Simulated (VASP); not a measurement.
# MnHg (P4/mmm) in VASP: further runs, part 2 of 2

VASP 6.6.1.

**4. Single point, LDA, collinear spin, ferromagnetic start**

This run uses another cell than the first one, of 18.39 Å³/atom.

Contents of INCAR:

```
SYSTEM = MnHg
ALGO = Normal ; EDIFF = 1E-6
ENCUT = 520 ; GGA = CA
ISIF = 2 ; ISMEAR = 0
ISPIN = 2 ; LASPH = .True.
LCHARG = .False. ; LMAXMIX = 4
LORBIT = 11 ; LREAL = .False.
LWAVE = .False. ; MAGMOM = 4 0
NBANDS = 24 ; NELM = 150
PREC = Accurate ; SIGMA = 0.3
```

Contents of KPOINTS:

```
k-points
0
Gamma
  9 9 9
  0 0 0
```

Contents of POSCAR:

```
MnHg
1.0
    3.3169706557      0.0000000000      0.0000000000
    0.0000000000      3.3169706557      0.0000000000
    0.0000000000      0.0000000000      3.3421909314
Mn Hg
1 1
Direct
    0.5000000000      0.5000000000      0.5000000000
    0.0000000000      0.0000000000      0.0000000000
```

Potentials or basis: VASP PAW LDA potentials, release 64 (Mn_pv, Hg).

The run is started by

```sh
cat potpaw_LDA.64/Mn_pv/POTCAR potpaw_LDA.64/Hg/POTCAR > POTCAR
mpirun -np 1 vasp_std > vasp.out
```

OUTCAR:

```text
SYSTEM = MnHg
   EDIFF = 1E-6
   ENCUT = 520
   GGA = CA
   ISIF = 2
   ISMEAR = 0
   ISPIN = 2
   LASPH = .True.
   LORBIT = 11
   LREAL = .False.
   NELM = 150
   PREC = Accurate

 ion  position               nearest neighbor table
   1  0.500  0.500  0.500-   2 2.88   2 2.88   2 2.88   2 2.88   2 2.88   2 2.88   2 2.88   2 2.88

   2  0.000  0.000  0.000-   1 2.88   1 2.88   1 2.88   1 2.88   1 2.88   1 2.88   1 2.88   1 2.88

  LATTYP: Found a simple tetragonal cell.
 ALAT       =     3.3169706557
 C/A-ratio  =     1.0076034063

  Lattice vectors:

 A1 = (   3.3169706557,   0.0000000000,   0.0000000000)
 A2 = (   0.0000000000,   3.3169706557,   0.0000000000)
 A3 = (   0.0000000000,   0.0000000000,   3.3421909314)

Analysis of symmetry for initial positions (statically):
=====================================================================
 Subroutine PRICEL returns:
 Original cell was already a primitive cell.

 Routine SETGRP: Setting up the symmetry group for a
 simple tetragonal supercell.

 Subroutine GETGRP returns: Found 16 space group operations
 (whereof 16 operations were pure point group operations)
 out of a pool of 16 trial point group operations.

The static configuration has the point symmetry D_4h.

Analysis of symmetry for dynamics (positions and initial velocities):
=====================================================================
 Subroutine PRICEL returns:
 Original cell was already a primitive cell.

 Routine SETGRP: Setting up the symmetry group for a
 simple tetragonal supercell.

 Subroutine GETGRP returns: Found 16 space group operations
 (whereof 16 operations were pure point group operations)
 out of a pool of 16 trial point group operations.

The dynamic configuration has the point symmetry D_4h.

Analysis of structural, dynamic, and magnetic symmetry:
=====================================================================
 Subroutine PRICEL returns:
 Original cell was already a primitive cell.

 Routine SETGRP: Setting up the symmetry group for a
 simple tetragonal supercell.

 Subroutine GETGRP returns: Found 16 space group operations
 (whereof 16 operations were pure point group operations)
 out of a pool of 16 trial point group operations.

The overall configuration has the point symmetry D_4h.

 Subroutine INISYM returns: Found 16 space group operations
 (whereof 16 operations are pure point group operations),
 and found     1 'primitive' translations

----------------------------------------------------------------------------------------

                                     Primitive cell

  volume of cell :      36.7718

  direct lattice vectors                    reciprocal lattice vectors
     3.316970656  0.000000000  0.000000000     0.301479906  0.000000000  0.000000000
     0.000000000  3.316970656  0.000000000     0.000000000  0.301479906  0.000000000
     0.000000000  0.000000000  3.342190931     0.000000000  0.000000000  0.299204929

  length of vectors
     3.316970656  3.316970656  3.342190931     0.301479906  0.301479906  0.299204929

  position of ions in fractional coordinates (direct lattice)
     0.500000000  0.500000000  0.500000000
     0.000000000  0.000000000  0.000000000

  ion indices of the primitive-cell ions
   primitive index   ion index
                 1           1
[... 61 lines left out ...]
   NGX,Y,Z   is equivalent  to a cutoff of  14.03, 14.03, 13.93 a.u.
   NGXF,Y,Z  is equivalent  to a cutoff of  28.07, 28.07, 27.86 a.u.
 SYSTEM =  MnHg
   PREC   = accura    normal or accurate (medium, high low for compatibility)
   ISTART =      0    job   : 0-new  1-cont  2-samecut
   ICHARG =      2    charge: 1-file 2-atom 10-const
   ISPIN  =      2    spin polarized calculation?
   LNONCOLLINEAR =      F non collinear calculations
   LSORBIT =      F    spin-orbit coupling
   LASPH  =      T    aspherical Exc in radial PAW
   ENCUT  =  520.0 eV  38.22 Ry    6.18 a.u.   6.17  6.17  6.21*2*pi/ulx,y,z
   NELM   =    150;   NELMIN=  2; NELMDL= -5     # of ELM steps
   EDIFF  = 0.1E-05   stopping-criterion for ELM
   LREAL  =      F    real-space projection
   EDIFFG = 0.1E-04   stopping-criterion for IOM
   NSW    =      0    number of steps for IOM
[... 5 lines left out ...]
   TEBEG  =    0.0;   TEEND  =   0.0 temperature during run
   PSTRESS=    0.0 pullay stress
   NELECT =      25.0000    total number of electrons
   NUPDOWN=      -1.0000    fix difference up-down
   EMIN   =  10.00;   EMAX   =-10.00  energy-range for DOS
   EFERMI =   0.00;   METHOD = LEGACY
   ISMEAR =     0;   SIGMA  =   0.30  broadening in eV -4-tet -1-fermi 0-gaus
   EFERMI_NEDOS =   21; number of points for ismear=-14 and -15
   IALGO  =     38    algorithm
   IMIX   =      4    mixing-type and parameters
     AMIX     =   0.40;   BMIX     =  1.00
     AMIX_MAG =   1.60;   BMIX_MAG =  1.00
  volume/ion in A,a.u.               =      18.39       124.07
  Fermi-wavevector in a.u.,A,eV,Ry     =   1.439517  2.720292 28.194100  2.072208
  Thomas-Fermi vector in A             =   2.558363
   LORBIT       =     11    0 simple, 1 ext, 2 COOP (PROOUT), +10 PAW based schemes
   GGA     = CA    functional components
   LHFCALC =     F    Hartree Fock is set to
   AEXX    =    0.0000 exact exchange contribution
   IVDW    =     0    specifies the selected vdW correction
   LEPSILON=     F    determine dielectric tensor
   LRPA    =     F    only Hartree local field effects (RPA)
 spin polarized calculation
 Gauss-broadening in eV      SIGMA  =   0.30
  energy-cutoff  :      520.00
  volume of cell :       36.77
 maximum number of plane-waves:      1021
 NGX is ok and might be reduce to    28
   NGX = 13   NGY = 13   NGZ = 13

 number of electron      25.0000007 magnetization       3.7283923

 Free energy of the ion-electron system (eV)
  ---------------------------------------------------
  ext. energy  EPLUGINS =         0.00000000
  ---------------------------------------------------
  free energy    TOTEN  =        -9.90683442 eV

  energy without entropy =       -9.82538680  energy(sigma->0) =       -9.86611061

 E-fermi :   5.0605     XC(G=0): -11.9429

 val. band max:        5.0580450018   @ k =   0.2222   0.0000   0.3333
 cond. band min:       5.0655109182   @ k =   0.1111   0.0000   0.3333
 fundamental gap:      0.0074659163
 Fermi energy:         5.0605149999

 spin component 1

 k-point     1 :       0.0000    0.0000    0.0000
  band No.  band energies     occupation
      1     -44.2259      1.00000
      2     -44.2200      1.00000
      3     -44.2200      1.00000
      4      -4.4134      1.00000
      5      -3.0483      1.00000
      6      -3.0364      1.00000
[... 637 lines left out ...]
     23      20.5057      0.00000
     24      24.1230      0.00000

 [... further k-points ...]

 spin component 2

 k-point     1 :       0.0000    0.0000    0.0000
  band No.  band energies     occupation
      1     -40.6947      1.00000
      2     -40.6907      1.00000
      3     -40.6907      1.00000
      4      -4.1402      1.00000
      5      -3.0064      1.00000
      6      -2.9923      1.00000
[... 637 lines left out ...]
     23      20.8531      0.00000
     24      24.5924      0.00000

 [... further k-points ...]

------------------------ aborting loop because EDIFF is reached ----------------------------------------

  FORCE on cell =-STRESS in cart. coord.  units (eV):
  Direction    XX          YY          ZZ          XY          YZ          ZX
  --------------------------------------------------------------------------------------
  -------------------------------------------------------------------------------------
  Total       -2.3813766     -2.3813766     -2.3821612      0.0000000      0.0000000      0.0000000
  in kB     -103.7586087   -103.7586087   -103.7927975      0.0000000      0.0000000      0.0000000
  external PRESSURE =    -103.7700050 kB  Pullay stress =       0.0000000 kB

 VOLUME and BASIS-vectors are now :
 -----------------------------------------------------------------------------
  energy-cutoff  :      520.00
  volume of cell :       36.77
      direct lattice vectors                 reciprocal lattice vectors
     3.316970656  0.000000000  0.000000000     0.301479906  0.000000000  0.000000000
     0.000000000  3.316970656  0.000000000     0.000000000  0.301479906  0.000000000
     0.000000000  0.000000000  3.342190931     0.000000000  0.000000000  0.299204929

 POSITION                                       TOTAL-FORCE (eV/Angst)
 -----------------------------------------------------------------------------------
      1.65849      1.65849      1.67110         0.000000      0.000000      0.000000
      0.00000      0.00000      0.00000         0.000000      0.000000      0.000000
 -----------------------------------------------------------------------------------
    total drift:                                0.000000      0.000000      0.000000

  FREE ENERGIE OF THE ION-ELECTRON SYSTEM (eV)
  ---------------------------------------------------
  free  energy   TOTEN  =        -9.9068344155 eV

  energy  without entropy=       -9.8253868026  energy(sigma->0) =       -9.86611061

 total charge

# of ion       s       p       d       tot
------------------------------------------
    1        0.249   6.163   5.015  11.428
    2        0.815   0.499   9.255  10.569
--------------------------------------------------
tot          1.064   6.663  14.271  21.997

 magnetization (x)

# of ion       s       p       d       tot
------------------------------------------
    1        0.019   0.008   3.591   3.618
    2       -0.040  -0.045   0.041  -0.044
--------------------------------------------------
tot         -0.021  -0.037   3.632   3.574
```

stdout:

```text
POSCAR found type information on POSCAR MnHg
 POSCAR found :  2 types and       2 ions
 scaLAPACK will be used
 LDA part: xc-table for (Slater(with rela. corr.)+CA(PZ))
 , standard interpolation
 POSCAR, INCAR and KPOINTS ok, starting setup
 FFT: planning ... GRIDC
 FFT: planning ... GRID_SOFT
 FFT: planning ... GRID
 WAVECAR not read
 entering main loop
```

Wall time 2.9 min (1 thread of Intel Xeon Platinum 8259CL at 2.50GHz (Skylake/Cascade Lake), shared host); peak memory 0.22 GiB.

What came out:

| Quantity | Value |
| --- | --- |
| Free energy | -9.9068 eV |
| Pressure | -10.4 GPa |
| Net moment | 3.73 μB per cell |
| Site moments | Mn +3.62; Hg -0.04 μB |
| Valence electrons inside the program's atomic spheres | Mn 11.43; Hg 10.57 |

Levels at points of the mesh, in eV from the Fermi level:
Spin up:
```tsv
k point	band 11	band 12	band 13	band 14	band 15	band 16	band 17	band 18
(0.00, 0.00, 0.00)	-2.46	-1.65	-1.65	-1.65	4.81	5.02	5.02	8.63
```
Spin down:
```tsv
k point	band 7	band 8	band 9	band 10	band 11	band 12	band 13	band 14	band 15	band 16
(0.00, 0.00, 0.00)	-6.93	-6.93	-6.91	0.20	0.22	1.40	1.40	1.41	5.21	5.43
```

Caveat: the cell stands under tension; so wide a smearing shifts energies and pressures; spin-orbit coupling is left out, which moves the levels of the heavy elements.

**5. Single point, LDA, collinear spin, ferromagnetic start**

This run uses another cell than the first one, of 18.86 Å³/atom.

Contents of INCAR:

```
SYSTEM = MnHg
PREC = Accurate ; ENCUT = 520
EDIFF = 1E-7 ; ISMEAR = 0
SIGMA = 0.3 ; LREAL = .FALSE.
LASPH = .TRUE. ; NELM = 150
ALGO = Normal ; ISIF = 2
LWAVE = .FALSE. ; LCHARG = .FALSE.
ISPIN = 2 ; MAGMOM = 4 0
LORBIT = 11 ; LMAXMIX = 4
NBANDS = 24
```

Contents of KPOINTS:

```
Automatic mesh
0
G
  9 9 9
  0 0 0
```

Contents of POSCAR:

```
MnHg
1.0
    3.3454438995      0.0000000000      0.0000000000
    0.0000000000      3.3454438995      0.0000000000
    0.0000000000      0.0000000000      3.3708806689
Mn Hg
1 1
Direct
    0.5000000000      0.5000000000      0.5000000000
    0.0000000000      0.0000000000      0.0000000000
```

The run is started by

```sh
cat potpaw_LDA.64/Mn_pv/POTCAR potpaw_LDA.64/Hg/POTCAR > POTCAR
mpirun -np 1 vasp_std > vasp.out
```

It took 3.7 min on 1 thread of Intel Xeon Platinum 8259CL at 2.50GHz (Skylake/Cascade Lake), shared host; peak memory 0.22 GiB.

Results (log left out):

```
Free energy                                           : -9.8416 eV
Pressure                                              : -11.6 GPa
Net moment                                            : 3.79 μB per cell
Site moments                                          : Mn +3.67; Hg -0.04 μB
Valence electrons inside the program's atomic spheres : Mn 11.41; Hg 10.55
```

Levels at points of the mesh, in eV from the Fermi level:
Spin up:
```
           k point  band 12  band 13  band 14  band 15  band 16  band 17
(0.00, 0.00, 0.00)    -1.72    -1.72    -1.72     4.71     4.92     4.92
```
Spin down:
| k point | band 7 | band 8 | band 9 | band 10 | band 11 | band 12 | band 13 | band 14 | band 15 | band 16 |
| --- | --- | --- | --- | --- | --- | --- | --- | --- | --- | --- |
| (0.00, 0.00, 0.00) | -6.89 | -6.89 | -6.87 | 0.21 | 0.23 | 1.38 | 1.38 | 1.39 | 5.12 | 5.33 |

Caveat: the cell stands under tension; so wide a smearing shifts energies and pressures; spin-orbit coupling is left out, which moves the levels of the heavy elements.

**6. Summary**

```tsv
cell	gap on the mesh (eV)	pressure (GPa)	moment (μB)
a = 3.259, b = 3.259, c = 3.283 Å, 2 atoms	none	-7.1	3.59
a = 3.288, b = 3.288, c = 3.313 Å, 2 atoms	none	-8.9	3.66
a = 3.317, b = 3.317, c = 3.342 Å, 2 atoms	none	-10.4	3.73
a = 3.345, b = 3.345, c = 3.371 Å, 2 atoms	none	-11.6	3.79
```

Alike in all rows: task single point; level LDA; potentials or basis VASP PAW LDA potentials, release 64 (Mn_pv, Hg); spin collinear, ferromagnetic start; k mesh 9 × 9 × 9; cutoff (eV) 520; smearing gaussian 0.3 eV.

Caveats: the cell stands under tension; so wide a smearing shifts energies and pressures; spin-orbit coupling is left out, which moves the levels of the heavy elements.

Absolute energies hang on the potentials; compare differences alone.
